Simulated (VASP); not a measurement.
The system is CsCl.

```
Cs Cl
1.0
     4.20293    0.00000    0.00000
     0.00000    4.20293    0.00000
     0.00000    0.00000    4.20293
Cs Cl
1 1
Direct
  0.00000 0.00000 0.00000
  0.50000 0.50000 0.50000
```

* Program: VASP 6.6.1
* Task: relaxation of cell and atoms
* Functional: LDA
* Potentials or basis: VASP PAW LDA potentials, release 64 (Cs_sv, Cl)
* Cutoff: 500 eV
* k mesh: 6 × 6 × 6
* Occupations: fermi-dirac, width 0.02 eV
* Spin: no spin polarisation

At the start: pressure -2.7 GPa; volume 37.12 Å³/atom.

Q: Where does the relaxation end?

A: Over 17 steps the energy falls by 56.9 meV/atom and the volume is 31.44 Å³/atom (-15.3 %); space group Pm-3m (No. 221, to 0.1 Å) before and after.

The path:
| step | energy change (eV) | largest force (eV/Å) | pressure (GPa) | volume (Å³) |
| --- | --- | --- | --- | --- |
| 1 | 0.0000 | 0.0000 | -2.70 | 74.24 |
| 2 | -0.0888 | 0.0000 | -1.54 | 67.73 |
| 3 | -0.1136 | 0.0000 | -0.19 | 63.37 |
| 4 | -0.1139 | 0.0000 | 0.03 | 62.80 |
| 5 | -0.1138 | 0.0000 | -0.06 | 63.02 |
| 6 | -0.1138 | 0.0000 | -0.06 | 63.01 |
| 7 | -0.1138 | 0.0000 | -0.05 | 63.01 |
| 8 | -0.1138 | 0.0000 | -0.05 | 63.01 |
| 9 | -0.1138 | 0.0000 | -0.05 | 63.01 |
| 10 | -0.1138 | 0.0000 | -0.05 | 63.01 |
| 11 | -0.1138 | 0.0000 | -0.05 | 63.01 |
| 12 | -0.1138 | 0.0000 | -0.05 | 63.00 |
| 13 | -0.1138 | 0.0000 | -0.05 | 63.00 |
| 14 | -0.1139 | 0.0000 | -0.05 | 62.99 |
| 15 | -0.1139 | 0.0000 | -0.04 | 62.98 |
| 16 | -0.1139 | 0.0000 | -0.03 | 62.95 |
| 17 | -0.1139 | 0.0000 | 0.00 | 62.89 |

Final structure:
```
CELL_PARAMETERS angstrom
3.97671 0.00000 0.00000
0.00000 3.97671 0.00000
0.00000 0.00000 3.97671
ATOMIC_POSITIONS crystal
Cs 0.00000 0.00000 0.00000
Cl 0.50000 0.50000 0.50000
```

Caveat: the volume moved by over 15 % at a fixed basis, so the end points are rough.
